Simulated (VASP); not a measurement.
AlN, 2 atoms in the cell. It takes space group I-4m2 (No. 119, tetragonal). Conventional cell: a = 3.251 Å, b = 3.251 Å, c = 4.368 Å, α = 90.00°, β = 90.00°, γ = 90.00°. Al (site symmetry -4m2) has 4 N at 1.96 Å within 2.6 Å. Within 2.6 Å of N (site symmetry -4m2) lie 4 Al at 1.96 Å.  This cell differs from its parent crystal: strain +0.0525 x Voigt [1, 1, 0, 0, 0, 0].

* Program: VASP 6.6.1
* Task: single point
* Functional: PBE
* Potentials or basis: VASP PAW PBE potentials, release 64 (Al, N)
* Cutoff: 520 eV
* k mesh: 10 × 10 × 10
* Occupations: gaussian, width 0.05 eV
* Spin: no spin polarisation
* Dipole correction: no
* Further INCAR settings: ALGO = Normal; EDIFF = 1e-06; NBANDS = 11

Potentials or basis: VASP PAW PBE potentials, release 64 (Al, N).

Run with:

```bash
$ cat potpaw_PBE.64/Al/POTCAR potpaw_PBE.64/N/POTCAR > POTCAR
$ mpirun -np 1 vasp_std > vasp.out
```

Hardware: 1 thread of Intel(R) Xeon(R) Platinum 8488C (Sapphire Rapids) (shared host).

Q: How long does it take, and how much memory?

A: It took 13 s on 1 thread of Intel(R) Xeon(R) Platinum 8488C (Sapphire Rapids) (shared host), peak memory 0.15 GiB. Counts: scf iterations 12, k points 102.
